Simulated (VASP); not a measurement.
A run of VASP 6.6.1 is set up as follows.

Contents of POSCAR:

```
TaN
1.0
    2.9182812851      0.0000000000      0.0000000000
   -1.4591406425      2.5273057282      0.0000000000
    0.0000000000      0.0000000000      2.8636504237
Ta N
1 1
Direct
    0.0000000000      0.0000000000      0.5000000000
    0.6666666667      0.3333333333      0.0000000000
```

File INCAR.step1:

```
SYSTEM = TaN
ALGO     = Normal         ! electronic algorithm
EDIFF    = 1E-5           ! SCF threshold, eV
ENCUT    = 520            ! plane-wave cutoff, eV
GGA      = PE             ! functional
ISIF     = 2              ! what is computed and relaxed
ISMEAR   = -1             ! smearing method
LASPH    = .True.         ! aspherical terms in the spheres
LREAL    = .False.        ! projectors in reciprocal space
LWAVE    = .True.         ! write WAVECAR
NBANDS   = 15             ! bands
NELM     = 60             ! most SCF steps
PREC     = Accurate       ! precision mode
SIGMA    = 0.05           ! smearing width, eV
```

File INCAR.step2:

```
SYSTEM = TaN
AEXX     = 0.25           ! exact-exchange fraction
ALGO     = Normal         ! electronic algorithm
EDIFF    = 1E-6           ! SCF threshold, eV
ENCUT    = 520            ! plane-wave cutoff, eV
GGA      = PE             ! functional
ISIF     = 2              ! what is computed and relaxed
ISMEAR   = -1             ! smearing method
ISTART   = 1            
LASPH    = .True.         ! aspherical terms in the spheres
LCHARG   = .True.         ! write CHGCAR
LELF     = .True.         ! ELF
LHFCALC  = .True.         ! exact exchange
LREAL    = .False.        ! projectors in reciprocal space
LVHAR    = .True.       
LWAVE    = .False.        ! write WAVECAR
NBANDS   = 15             ! bands
NELM     = 60             ! most SCF steps
PREC     = Accurate       ! precision mode
PRECFOCK = Normal       
SIGMA    = 0.05           ! smearing width, eV
```

KPOINTS

```
k-points
0
Gamma
  6 6 6
  0 0 0
```

Potentials or basis: VASP PAW PBE potentials, release 64 (Ta_pv, N).

Launch:

```console
$ cat potpaw_PBE.64/Ta_pv/POTCAR potpaw_PBE.64/N/POTCAR > POTCAR
$ cp INCAR.step1 INCAR
$ mpirun -np 1 vasp_std > vasp.out
$ cp INCAR.step2 INCAR
$ mpirun -np 1 vasp_std > vasp.out
```

Question: Predict the pressure.

Answer: 3.6 GPa.

Question: What does it give for the band gap on the k mesh?

Answer: Zero (bands 8 and 9 overlap by 0.85 eV).

Stress tensor (GPa, compression positive):
```
3.26 0.00 0.00
0.00 3.26 0.00
0.00 0.00 4.22
```

Caveat: the k points lie up to 0.41 Å⁻¹ apart, too coarse for converged energies and pressures of a metal; the PAW data sets were made with another functional, which shifts forces and pressure a little; spin-orbit coupling is left out, which moves the levels of the heavy elements.
